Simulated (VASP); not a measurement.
A run of VASP 6.6.1 is set up as follows.

Contents of INCAR:

```
PREC = Accurate
ENCUT = 520
EDIFF = 1E-7
ISMEAR = 0
SIGMA = 0.05
LREAL = F
LASPH = T
NELM = 80
ALGO = Normal
ISIF = 2
LWAVE = F
LCHARG = F
GGA = PS
NBANDS = 18
```

File KPOINTS:

```
Automatic mesh
0
Gamma
  8 8 8
```

The input POSCAR:

```
HfO2
1.0
    0.0000000000      2.4337950368      2.6986121133
    2.4337950368      0.0000000000      2.6986121133
    2.4337950368      2.4337950368      0.0000000000
Hf O
1 2
Direct
   -0.0014678348      0.0014678348      0.0014678348
    0.2581877273      0.2418122727      0.2418122727
    0.7581877273      0.7418122727      0.7418122727
```

Potentials or basis: VASP PAW PBE potentials, release 64 (Hf_pv, O).

Run with:

```console
$ cat potpaw_PBE.64/Hf_pv/POTCAR potpaw_PBE.64/O/POTCAR > POTCAR
$ mpirun -np 1 vasp_std > vasp.out
```

Problem. Estimate the band gap on the k mesh.

Solution. 2.32 eV (least direct gap 2.81 eV).

Problem. Estimate the pressure.

Solution. -2.2 GPa.

Problem. What does it give for the largest force?

Solution. 0.244 eV/Å.

Forces on the atoms (eV/Å):
```
Hf  -0.244  0.000  0.000
O    0.122  0.000  0.000
O    0.122  0.000  0.000
```

Caveat: the cell differs from its parent crystal (atoms displaced along a vibrational mode, the cell strained); the PAW data sets were made with another functional, which shifts forces and pressure a little; spin-orbit coupling is left out, which moves the levels of the heavy elements. A k mesh can miss the band edges.
